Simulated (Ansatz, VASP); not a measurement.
## PbS: VASP beside Ansatz

Contents of INCAR:

```
PREC = Accurate
ENCUT = 500
EDIFF = 1E-6
ISMEAR = 0
SIGMA = 0.01
LREAL = False
LASPH = True
NELM = 120
ALGO = Normal
ISIF = 2
LWAVE = False
LCHARG = False
GGA = PE
NBANDS = 17
GGA_COMPAT = False
```

The input KPOINTS:

```
Automatic mesh
0
Gamma
  3 3 3
```

File POSCAR:

```
PbS
1.0
    0.0000000000      2.9657500000      2.9657500000
    2.9657500000      0.0000000000      2.9657500000
    2.9657500000      2.9657500000      0.0000000000
Pb S
1 1
Direct
    0.0008882456     -0.0009738672      0.0002106594
    0.4942593730      0.5062939896      0.4986385329
```

Input for Ansatz:

```yaml
crystal:
  lattice:
    - [0.0, 2.96575, 2.96575]
    - [2.96575, 0.0, 2.96575]
    - [2.96575, 2.96575, 0.0]
  atoms:
    - { symbol: Pb, position: [0.0008882455824277456, -0.0009738672280763089, 0.00021065941995561242] }
    - { symbol: S, position: [0.4942593729731766, 0.5062939896313016, 0.49863853290862425] }
kpoints:
  mp_grid:
    grid: [3, 3, 3]
scf:
  occupations:
    method: fixed
output:
  forces: true
```

Alike in both runs: task single point; functional PBE; k mesh 3 × 3 × 3; no spin polarisation.

```csv
,VASP,Ansatz
version,VASP 6.6.1,Ansatz 0.2.0
potentials or method,"VASP PAW PBE potentials, release 64 (Pb_d, S)","plane waves, PAW"
plane-wave cutoff (eV),500,420
occupations,"gaussian, width 0.01 eV",fixed
valence electrons in the cell,20,20
```

```tsv
	VASP	Ansatz	Ansatz less VASP
rms of the force components (eV/Å)	0.005	0.005	-0.0001
```

Atom by atom the forces differ by 0.000 eV/Å (rms over components).

The k mesh is coarse, so the values compare programs but aren't converged. Spin-orbit coupling is off throughout.
